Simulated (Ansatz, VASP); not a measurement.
**Two plane-wave programs on Cr**

```xyz
3
Lattice="4.3469 0.0000 0.0000 -2.1735 3.7645 0.0000 0.0000 0.0000 2.3368" Properties=species:S:1:pos:R:3 pbc="T T T"
Cr    4.3469    0.0000    0.0000
Cr    0.0000    2.5097    1.1684
Cr    2.1735    1.2548    1.1684
```

Alike in both runs: task single point; functional BLYP; k mesh 10 × 10 × 15; occupations fermi-dirac, width 0.1 eV; no spin polarisation.

```csv
,VASP,Ansatz
version,VASP 6.6.1,Ansatz 0.2.0
potentials or method,"VASP PAW PBE potentials, release 64 (Cr_pv), cutoff 520 eV","plane waves (420 eV) with PAW, scalar-relativistic"
valence electrons in the cell,36,42
```

|  | VASP | Ansatz | Ansatz less VASP |
| --- | --- | --- | --- |
| pressure (GPa) | -7.8 | -7.7 | +0.09 |

VASP's potentials were made for PBE, not for BLYP. The functional is the same, so the differences come from potentials, cutoffs and numerics. VASP's potentials hold 36 valence electrons a cell and Ansatz's 42, so a difference there can come from the potentials and not from the codes.
